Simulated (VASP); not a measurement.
Wanted: the native input for a VASP 6.6.1 run.

| Item | Value |
| --- | --- |
| Task | single point |
| Functional | r2SCAN |
| Potentials or basis | VASP PAW PBE potentials, release 64 (Ni) |
| Cutoff | 520 eV |
| k mesh | 20 × 20 × 20 |
| Occupations | gaussian, width 0.05 eV |
| Spin | collinear spin, ferromagnetic start |
| Starting moments | [0.89] μB |
| Dipole correction | no |
| Further INCAR settings | ALGO = Normal; EDIFF = 1e-06; NBANDS = 15 |

Crystal: Ni.

```xyz
1
Lattice="0.0000 1.7394 1.7394 1.7394 0.0000 1.7394 1.7394 1.7394 0.0000" Properties=species:S:1:pos:R:3 pbc="T T T"
Ni    0.0000    0.0000    0.0000
```

These files were run (other wordings do the same):

POSCAR

```
Ni
1.0
    0.0000000000      1.7394161781      1.7394161781
    1.7394161781      0.0000000000      1.7394161781
    1.7394161781      1.7394161781      0.0000000000
Ni
1
Direct
    0.0000000000      0.0000000000      0.0000000000
```

INCAR.step1

```
SYSTEM = Ni
ALGO = Normal
EDIFF = 1E-4
ENCUT = 520
GGA = PE
ISMEAR = 0
ISPIN = 2
LASPH = .True.
LCHARG = .False.
LMAXMIX = 4
LREAL = .False.
LWAVE = .True.
MAGMOM = 0.89
NBANDS = 15
NELM = 150
PREC = Accurate
SIGMA = 0.05
```

INCAR.step2

```
SYSTEM = Ni
ALGO = Normal
EDIFF = 1E-6
ENCUT = 520
ISIF = 2
ISMEAR = 0
ISPIN = 2
ISTART = 1
LASPH = .True.
LCHARG = .False.
LMAXMIX = 4
LMIXTAU = .True.
LORBIT = 11
LREAL = .False.
LWAVE = .False.
MAGMOM = 0.89
METAGGA = R2SCAN
NBANDS = 15
NELM = 150
PREC = Accurate
SIGMA = 0.05
```

KPOINTS

```
k-points
0
Gamma
  20 20 20
  0 0 0
```

Potentials or basis: VASP PAW PBE potentials, release 64 (Ni).

The run is started by

```bash
$ cat potpaw_PBE.64/Ni/POTCAR > POTCAR
$ cp INCAR.step1 INCAR
$ mpirun -np 1 vasp_std > vasp.out
$ cp INCAR.step2 INCAR
$ mpirun -np 1 vasp_std > vasp.out
```

Results of the run:

| Item | Value |
| --- | --- |
| Pressure | 0.4 GPa |
| Net moment | 0.73 μB per cell |
| Site moments | Ni +0.75 μB |
| Valence electrons inside the program's atomic spheres | Ni 9.41 |

Caveat: the PAW data sets were made with another functional, which shifts forces and pressure a little.

It took 2.5 min on 1 thread of AMD EPYC 9R45 96-Core Processor (Zen 5) (shared host), peak memory 0.14 GiB.
